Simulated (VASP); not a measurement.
A run of VASP 6.6.1:

The input POSCAR:

```
Ta4C3
1.0
    4.5676262254      0.0000000000      0.0000000000
    0.0000000000      4.5676262254      0.0000000000
    0.0000000000      0.0000000000      4.5676262254
Ta C
4 3
Direct
    0.0000000000      0.5000000000      0.5000000000
    0.5000000000      0.0000000000      0.5000000000
    0.5000000000      0.5000000000      0.0000000000
    0.0000000000      0.0000000000      0.0000000000
    0.5000000000      0.0000000000      0.0000000000
    0.0000000000      0.5000000000      0.0000000000
    0.0000000000      0.0000000000      0.5000000000
```

The input INCAR.step1:

```
PREC = Accurate ; ENCUT = 520
ISMEAR = 0 ; SIGMA = 0.1
LREAL = F ; LASPH = T
NELM = 60 ; NBANDS = 37
GGA = PE ; ALGO = Normal
EDIFF = 1E-4 ; LWAVE = T
LCHARG = F
```

File INCAR.step2:

```
PREC = Accurate ; ENCUT = 520
EDIFF = 1E-6 ; ISMEAR = 0
SIGMA = 0.1 ; LREAL = F
LASPH = T ; NELM = 60
ALGO = Normal ; ISIF = 2
LWAVE = F ; LCHARG = F
METAGGA = R2SCAN ; LMIXTAU = T
NBANDS = 37 ; ISTART = 1
```

File KPOINTS:

```
Automatic mesh
0
Gamma
  8 8 8
```

Potentials or basis: VASP PAW PBE potentials, release 64 (Ta_pv, C).

The run is started by

```sh
$ cat potpaw_PBE.64/Ta_pv/POTCAR potpaw_PBE.64/C/POTCAR > POTCAR
$ cp INCAR.step1 INCAR
$ mpirun -np 1 vasp_std > vasp.out
$ cp INCAR.step2 INCAR
$ mpirun -np 1 vasp_std > vasp.out
```

Hardware: 1 thread of Intel(R) Xeon(R) 6975P-C (Granite Rapids), with other jobs on the host.

Question: How long does it take, and how much memory?

Answer: Wall time 2.4 min on 1 thread of Intel(R) Xeon(R) 6975P-C (Granite Rapids), with other jobs on the host, peak memory 0.27 GiB. Counts: k points 35.
